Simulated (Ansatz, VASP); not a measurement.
# La3O2: VASP beside Ansatz

```
CELL_PARAMETERS angstrom
3.68895 0.00000 0.00000
-1.84448 3.19473 0.00000
0.00000 0.00000 9.45588
ATOMIC_POSITIONS crystal
La 0.33333 0.66667 0.18573
La 0.00000 0.00000 0.50000
La 0.66667 0.33333 0.81427
O 0.66667 0.33333 0.35458
O 0.33333 0.66667 0.64542
```

Change from the starting cell: species swapped into the Pm2O3 type (P-3m1, No. 164).

Alike in both runs: functional PBE; k mesh 12 × 12 × 4; occupations gaussian, width 0.1 eV; no spin polarisation.

Ansatz relaxed the structure, and its values are those at the end. VASP's run is a single point on that final structure, the one shown.

```csv
,VASP,Ansatz
version,VASP 6.6.1,Ansatz 0.2.0
potentials or method,"VASP PAW PBE potentials, release 64 (La, O), cutoff 520 eV","scalar-relativistic, plane waves, PAW"
valence electrons in the cell,45,45
```

|  | VASP | Ansatz | Ansatz less VASP |
| --- | --- | --- | --- |
| gap on the k mesh at the Fermi level (eV) | none | none | - |
| pressure (GPa) | -0.1 | 0.0 | +0.13 |

A gap of «none» marks a metal or a gap that the smearing closes.

Neither program's run includes spin-orbit coupling.
